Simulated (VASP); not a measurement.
# Ir (Fm-3m) in VASP: notebook

Runs on Ir. Level: r2SCAN. Tasks: single point.

Everything below comes from runs of VASP 6.6.1. Logs are shortened: lines on timing, memory, paths and dates and some standing lists are left out, and cuts for length are marked.

### 1 The cell of the first run

Symmetry: Fm-3m, No. 225, cubic system. The conventional cell has a = 3.844 Å, b = 3.844 Å, c = 3.844 Å, α = 90.00°, β = 90.00°, γ = 90.00°. Within 3.6 Å of Ir (site symmetry m-3m) lie 12 Ir at 2.72 Å.

### 2 Single point, r2SCAN

Contents of POSCAR:

```
Ir
1.0
    0.0000000000      1.9221589938      1.9221589938
    1.9221589938      0.0000000000      1.9221589938
    1.9221589938      1.9221589938      0.0000000000
Ir
1
Direct
    0.0000000000      0.0000000000      0.0000000000
```

Contents of INCAR.step1:

```
SYSTEM = Ir
  ALGO = Normal
  EDIFF = 1E-4
  ENCUT = 520
  GGA = PE
  ISMEAR = 0
  LASPH = .TRUE.
  LCHARG = .FALSE.
  LREAL = .FALSE.
  LWAVE = .TRUE.
  NBANDS = 10
  NELM = 60
  PREC = Accurate
  SIGMA = 0.05
```

Contents of INCAR.step2:

```
SYSTEM = Ir
  ALGO = Normal
  EDIFF = 1E-6
  ENCUT = 520
  ISIF = 2
  ISMEAR = 0
  ISTART = 1
  LASPH = .TRUE.
  LCHARG = .FALSE.
  LMIXTAU = .TRUE.
  LREAL = .FALSE.
  LWAVE = .FALSE.
  METAGGA = R2SCAN
  NBANDS = 10
  NELM = 60
  PREC = Accurate
  SIGMA = 0.05
```

Contents of KPOINTS:

```
k-points
0
G
  18 18 18
  0 0 0
```

Potentials or basis: VASP PAW PBE potentials, release 64 (Ir).

The run is started by

```
> cat potpaw_PBE.64/Ir/POTCAR > POTCAR
> cp INCAR.step1 INCAR
> mpirun -np 1 vasp_std > vasp.out
> cp INCAR.step2 INCAR
> mpirun -np 1 vasp_std > vasp.out
```

OUTCAR:

```text
SYSTEM = Ir
   EDIFF = 1E-6
   ENCUT = 520
   ISIF = 2
   ISMEAR = 0
   ISTART = 1
   LASPH = .TRUE.
   LREAL = .FALSE.
   METAGGA = R2SCAN
   NELM = 60
   PREC = Accurate

 ion  position               nearest neighbor table
   1  0.000  0.000  0.000-

  LATTYP: Found a face centered cubic cell.
 ALAT       =     3.8443179876

  Lattice vectors:

 A1 = (   0.0000000000,   1.9221589938,   1.9221589938)
 A2 = (   1.9221589938,   0.0000000000,   1.9221589938)
 A3 = (   1.9221589938,   1.9221589938,   0.0000000000)

Analysis of symmetry for initial positions (statically):
=====================================================================
 Subroutine PRICEL returns:
 Original cell was already a primitive cell.

 Routine SETGRP: Setting up the symmetry group for a
 face centered cubic supercell.

 Subroutine GETGRP returns: Found 48 space group operations
 (whereof 48 operations were pure point group operations)
 out of a pool of 48 trial point group operations.

The static configuration has the point symmetry O_h .

Analysis of symmetry for dynamics (positions and initial velocities):
=====================================================================
 Subroutine PRICEL returns:
 Original cell was already a primitive cell.

 Routine SETGRP: Setting up the symmetry group for a
 face centered cubic supercell.

 Subroutine GETGRP returns: Found 48 space group operations
 (whereof 48 operations were pure point group operations)
 out of a pool of 48 trial point group operations.

The dynamic configuration has the point symmetry O_h .

 Subroutine INISYM returns: Found 48 space group operations
 (whereof 48 operations are pure point group operations),
 and found     1 'primitive' translations

----------------------------------------------------------------------------------------

                                     Primitive cell

  volume of cell :      14.2036

  direct lattice vectors                    reciprocal lattice vectors
     0.000000000  1.922158994  1.922158994    -0.260124163  0.260124163  0.260124163
     1.922158994  0.000000000  1.922158994     0.260124163 -0.260124163  0.260124163
     1.922158994  1.922158994  0.000000000     0.260124163  0.260124163 -0.260124163

  length of vectors
     2.718343318  2.718343318  2.718343318     0.450548267  0.450548267  0.450548267

  position of ions in fractional coordinates (direct lattice)
     0.000000000  0.000000000  0.000000000

  ion indices of the primitive-cell ions
   primitive index   ion index
                 1           1

----------------------------------------------------------------------------------------

 KPOINTS: k-points

Automatic generation of k-mesh.
 Grid dimensions read from file:
 generate k-points for:   18   18   18

 Generating k-lattice:

  Cartesian coordinates                     Fractional coordinates (reciprocal lattice)
    -0.014451342  0.014451342  0.014451342     0.055555556  0.000000000  0.000000000
     0.014451342 -0.014451342  0.014451342     0.000000000  0.055555556  0.000000000
     0.014451342  0.014451342 -0.014451342     0.000000000  0.000000000  0.055555556

  Length of vectors
     0.025030459  0.025030459  0.025030459

  Shift w.r.t. Gamma in fractional coordinates (k-lattice)
     0.000000000  0.000000000  0.000000000

 Subroutine IBZKPT returns following result:
 ===========================================

 Found    195 irreducible k-points:

 Following reciprocal coordinates:
            Coordinates               Weight
  0.000000  0.000000  0.000000      1.000000
  0.055556  0.000000  0.000000      8.000000
  0.111111  0.000000  0.000000      8.000000
  0.166667  0.000000  0.000000      8.000000
  0.222222  0.000000  0.000000      8.000000
  0.277778  0.000000  0.000000      8.000000
[... 16 lines left out ...]
 -0.277778  0.055556  0.000000     24.000000
 -0.222222  0.055556  0.000000     24.000000
 [... further k-points ...]
   k-points           NKPTS =    195   k-points in BZ     NKDIM =    195   number of bands    NBANDS=     10
   number of dos      NEDOS =    301   number of ions     NIONS =      1
   total plane-waves  NPLWV =   8000
   dimension x,y,z NGX =    20 NGY =   20 NGZ =   20
   dimension x,y,z NGXF=    40 NGYF=   40 NGZF=   40
   ions per type =               1
   NGX,Y,Z   is equivalent  to a cutoff of  12.23, 12.23, 12.23 a.u.
   NGXF,Y,Z  is equivalent  to a cutoff of  24.46, 24.46, 24.46 a.u.
 SYSTEM =  Ir
   PREC   = accura    normal or accurate (medium, high low for compatibility)
   ISTART =      1    job   : 0-new  1-cont  2-samecut
   ICHARG =      0    charge: 1-file 2-atom 10-const
   ISPIN  =      1    spin polarized calculation?
   LNONCOLLINEAR =      F non collinear calculations
   LSORBIT =      F    spin-orbit coupling
   LASPH  =      T    aspherical Exc in radial PAW
   ENCUT  =  520.0 eV  38.22 Ry    6.18 a.u.   5.05  5.05  5.05*2*pi/ulx,y,z
   NELM   =     60;   NELMIN=  2; NELMDL=  0     # of ELM steps
   EDIFF  = 0.1E-05   stopping-criterion for ELM
   LREAL  =      F    real-space projection
   EDIFFG = 0.1E-04   stopping-criterion for IOM
   NSW    =      0    number of steps for IOM
   IBRION =     -1    ionic relax: 0-MD 1-quasi-New 2-CG
   NFREE  =      0    steps in history (QN), initial steepest desc. (CG)
   ISIF   =      2    stress and relaxation
   ISYM   =      2    0-nonsym 1-usesym 2-fastsym
   POTIM  = 0.5000    time-step for ionic-motion
   TEBEG  =    0.0;   TEEND  =   0.0 temperature during run
   PSTRESS=    0.0 pullay stress
   NELECT =       9.0000    total number of electrons
   NUPDOWN=      -1.0000    fix difference up-down
   EMIN   =  10.00;   EMAX   =-10.00  energy-range for DOS
   EFERMI =   0.00;   METHOD = LEGACY
   ISMEAR =     0;   SIGMA  =   0.05  broadening in eV -4-tet -1-fermi 0-gaus
   EFERMI_NEDOS =   21; number of points for ismear=-14 and -15
   IALGO  =     38    algorithm
   IMIX   =      4    mixing-type and parameters
     AMIX     =   0.40;   BMIX     =  1.00
     AMIX_MAG =   1.60;   BMIX_MAG =  1.00
  volume/ion in A,a.u.               =      14.20        95.85
  Fermi-wavevector in a.u.,A,eV,Ry     =   1.406122  2.657185 26.901158  1.977179
  Thomas-Fermi vector in A             =   2.528514
   LORBIT       =      0    0 simple, 1 ext, 2 COOP (PROOUT), +10 PAW based schemes
   METAGGA = R2SCAN    functional components
   LHFCALC =     F    Hartree Fock is set to
   AEXX    =    0.0000 exact exchange contribution
   IVDW    =     0    specifies the selected vdW correction
   LEPSILON=     F    determine dielectric tensor
   LRPA    =     F    only Hartree local field effects (RPA)
 non-spin polarized calculation
 Gauss-broadening in eV      SIGMA  =   0.05
  energy-cutoff  :      520.00
  volume of cell :       14.20
 maximum number of plane-waves:       392
   NGX = 11   NGY = 11   NGZ = 11

 number of electron       9.0000000 magnetization

 Free energy of the ion-electron system (eV)
  ---------------------------------------------------
  ext. energy  EPLUGINS =         0.00000000
  ---------------------------------------------------
  free energy    TOTEN  =       -52.36791339 eV

  energy without entropy =      -52.36675416  energy(sigma->0) =      -52.36733378

 E-fermi :  10.1571     XC(G=0): -15.3006

 val. band max:       10.1553044527   @ k =   0.5000   0.2222   0.1111
 cond. band min:      10.1672198633   @ k =  -0.3333   0.3333   0.0000
 fundamental gap:      0.0119154106
 Fermi energy:        10.1570970801

 k-point     1 :       0.0000    0.0000    0.0000
  band No.  band energies     occupation
      1      -1.3775      2.00000
      2       6.1320      2.00000
      3       6.1320      2.00000
      4       6.1320      2.00000
      5       8.8260      2.00000
      6       8.8260      2.00000
      7      25.2178      0.00000
      8      31.0580      0.00000
      9      31.0580      0.00000
     10      31.0580      0.00000

 k-point     2 :       0.0556    0.0000    0.0000
  band No.  band energies     occupation
      1      -1.2343      2.00000
      2       6.0547      2.00000
      3       6.1943      2.00000
      4       6.1943      2.00000
      5       8.7862      2.00000
      6       8.7862      2.00000
      7      25.4626      0.00000
      8      30.3161      0.00000
      9      31.2889      0.00000
     10      31.2890      0.00000

 k-point     3 :       0.1111    0.0000    0.0000
  band No.  band energies     occupation
      1      -0.8195      2.00000
      2       5.8562      2.00000
      3       6.3567      2.00000
      4       6.3567      2.00000
      5       8.7004      2.00000
      6       8.7004      2.00000
      7      26.1341      0.00000
      8      28.8219      0.00000
      9      31.9596      0.00000
     10      31.9596      0.00000

 k-point     4 :       0.1667    0.0000    0.0000
  band No.  band energies     occupation
      1      -0.1844      2.00000
      2       5.6318      2.00000
      3       6.5351      2.00000
      4       6.5351      2.00000
      5       8.6736      2.00000
      6       8.6736      2.00000
      7      26.9256      0.00000
      8      27.2939      0.00000
      9      33.0035      0.00000
     10      33.0035      0.00000

 k-point     5 :       0.2222    0.0000    0.0000
  band No.  band energies     occupation
      1       0.5602      2.00000
      2       5.5357      2.00000
      3       6.5996      2.00000
      4       6.5996      2.00000
      5       8.8539      2.00000
      6       8.8539      2.00000
      7      25.5326      0.00000
      8      27.6790      0.00000
      9      34.2843      0.00000
     10      34.2843      0.00000

 k-point     6 :       0.2778    0.0000    0.0000
  band No.  band energies     occupation
      1       1.2198      2.00000
      2       5.7834      2.00000
      3       6.5020      2.00000
      4       6.5020      2.00000
      5       9.2900      2.00000
      6       9.2900      2.00000
      7      23.8436      0.00000
      8      27.3909      0.00000
      9      35.0875      0.00000
     10      35.0875      0.00000
[... 183 lines left out ...]
 k-point    21 :      -0.3889    0.0556    0.0000
  band No.  band energies     occupation
      1       1.8658      2.00000
      2       6.0152      2.00000
      3       6.1730      2.00000
      4       7.7820      2.00000
      5      10.3584      0.00000
      6      11.2445      0.00000
      7      19.4646      0.00000
      8      25.5567      0.00000
      9      30.8996      0.00000
     10      32.3126      0.00000

 k-point    22 :      -0.3333    0.0556    0.0000
  band No.  band energies     occupation
      1       1.7973      2.00000
      2       6.1910      2.00000
      3       6.3315      2.00000
      4       6.6816      2.00000
      5       9.7254      2.00000
      6      10.6545      0.00000
      7      21.3975      0.00000
      8      26.2965      0.00000
      9      31.8042      0.00000
     10      33.9738      0.00000

 k-point    23 :      -0.2778    0.0556    0.0000
  band No.  band energies     occupation
      1       1.5107      2.00000
      2       5.8018      2.00000
      3       6.4207      2.00000
      4       6.5273      2.00000
      5       9.0743      2.00000
      6      10.0156      1.99994
      7      23.3404      0.00000
      8      27.2535      0.00000
      9      32.8675      0.00000
     10      35.1062      0.00000

 k-point    24 :      -0.2222    0.0556    0.0000
  band No.  band energies     occupation
      1       0.9230      2.00000
      2       5.4374      2.00000
      3       6.5828      2.00000
      4       6.6786      2.00000
      5       8.5585      2.00000
      6       9.4453      2.00000
      7      25.0991      0.00000
      8      27.8560      0.00000
      9      33.1837      0.00000
     10      34.5691      0.00000

 [... further k-points ...]

------------------------ aborting loop because EDIFF is reached ----------------------------------------

  FORCE on cell =-STRESS in cart. coord.  units (eV):
  Direction    XX          YY          ZZ          XY          YZ          ZX
  --------------------------------------------------------------------------------------
  -------------------------------------------------------------------------------------
  Total        0.2122330      0.2122330      0.2122330      0.0000000      0.0000000      0.0000000
  in kB       23.9400800     23.9400800     23.9400800      0.0000000      0.0000000      0.0000000
  external PRESSURE =      23.9400800 kB  Pullay stress =       0.0000000 kB

 VOLUME and BASIS-vectors are now :
 -----------------------------------------------------------------------------
  energy-cutoff  :      520.00
  volume of cell :       14.20
      direct lattice vectors                 reciprocal lattice vectors
     0.000000000  1.922158994  1.922158994    -0.260124163  0.260124163  0.260124163
     1.922158994  0.000000000  1.922158994     0.260124163 -0.260124163  0.260124163
     1.922158994  1.922158994  0.000000000     0.260124163  0.260124163 -0.260124163

 POSITION                                       TOTAL-FORCE (eV/Angst)
 -----------------------------------------------------------------------------------
      0.00000      0.00000      0.00000         0.000000     -0.000000      0.000000
 -----------------------------------------------------------------------------------
    total drift:                               -0.000000     -0.000000     -0.000000

  FREE ENERGIE OF THE ION-ELECTRON SYSTEM (eV)
  ---------------------------------------------------
  free  energy   TOTEN  =       -52.3679133881 eV

  energy  without entropy=      -52.3667541641  energy(sigma->0) =      -52.36733378
```

Run time: 3 min. Hardware: 1 thread of AMD EPYC 7R13, shared host; peak memory 0.12 GiB.

What came out:

| Item | Value |
| --- | --- |
| Free energy | -52.3679 eV |
| Pressure | 2.4 GPa |
| Band gap on the k mesh | zero (an odd number of electrons rules out a gap without spin polarisation) |

Caveat: the PAW data sets were made with another functional, which shifts forces and pressure a little; spin-orbit coupling is left out, which moves the levels of the heavy elements.

### 3 Single point, r2SCAN

This run uses another cell than the first one, of 14.56 Å³/atom.

Contents of POSCAR:

```
Ir
1.0
    0.0000000000      1.9379620156      1.9379620156
    1.9379620156      0.0000000000      1.9379620156
    1.9379620156      1.9379620156      0.0000000000
Ir
1
Direct
    0.0000000000      0.0000000000      0.0000000000
```

Contents of INCAR.step1:

```
SYSTEM = Ir
PREC     = Accurate       ! precision mode
ENCUT    = 520            ! plane-wave cutoff, eV
ISMEAR   = 0              ! smearing method
SIGMA    = 0.05           ! smearing width, eV
LREAL    = .FALSE.        ! projectors in reciprocal space
LASPH    = .TRUE.         ! aspherical terms in the spheres
NELM     = 80             ! most SCF steps
NBANDS   = 10             ! bands
GGA      = PE             ! functional
ALGO     = Normal         ! electronic algorithm
EDIFF    = 1E-4           ! SCF threshold, eV
LWAVE    = .TRUE.         ! write WAVECAR
LCHARG   = .FALSE.        ! write CHGCAR
```

Contents of INCAR.step2:

```
SYSTEM = Ir
PREC     = Accurate       ! precision mode
ENCUT    = 520            ! plane-wave cutoff, eV
EDIFF    = 1E-7           ! SCF threshold, eV
ISMEAR   = 0              ! smearing method
SIGMA    = 0.05           ! smearing width, eV
LREAL    = .FALSE.        ! projectors in reciprocal space
LASPH    = .TRUE.         ! aspherical terms in the spheres
NELM     = 80             ! most SCF steps
ALGO     = Normal         ! electronic algorithm
ISIF     = 2              ! what is computed and relaxed
LWAVE    = .FALSE.        ! write WAVECAR
LCHARG   = .FALSE.        ! write CHGCAR
METAGGA  = R2SCAN         ! meta-GGA
LMIXTAU  = .TRUE.       
NBANDS   = 10             ! bands
ISTART   = 1
```

Contents of KPOINTS:

```
regular mesh
0
G
  18 18 18
  0 0 0
```

Potentials or basis: VASP PAW PBE potentials, release 64 (Ir).

The run is started by

```
> cat potpaw_PBE.64/Ir/POTCAR > POTCAR
> cp INCAR.step1 INCAR
> mpirun -np 1 vasp_std > vasp.out
> cp INCAR.step2 INCAR
> mpirun -np 1 vasp_std > vasp.out
```

Run time: 3.4 min. Hardware: 1 thread of AMD EPYC 7R13, shared host; peak memory 0.12 GiB.

The run converged. Its results:

- Free energy: -52.3631 eV
- Pressure: -6.6 GPa
- Band gap on the k mesh: zero (an odd number of electrons rules out a gap without spin polarisation)

Levels at points of the mesh, in eV from the Fermi level:
| k point | band 1 | band 2 | band 3 | band 4 | band 5 | band 6 | band 7 | band 8 | band 9 |
| --- | --- | --- | --- | --- | --- | --- | --- | --- | --- |
| (0.00, 0.00, 0.00) | -11.26 | -3.87 | -3.87 | -3.87 | -1.29 | -1.29 | 15.11 | 20.80 | 20.80 |
| (0.50, 0.00, 0.00) | -8.15 | -4.02 | -4.02 | -0.67 | 0.84 | 0.84 | 7.32 | 14.74 | 20.52 |
| (0.50, 0.50, 0.00) | -7.92 | -7.35 | 0.74 | 1.44 | 1.44 | 1.74 | 10.63 | 12.14 | 12.14 |

Caveat: the cell stands under tension; the PAW data sets were made with another functional, which shifts forces and pressure a little; spin-orbit coupling is left out, which moves the levels of the heavy elements.
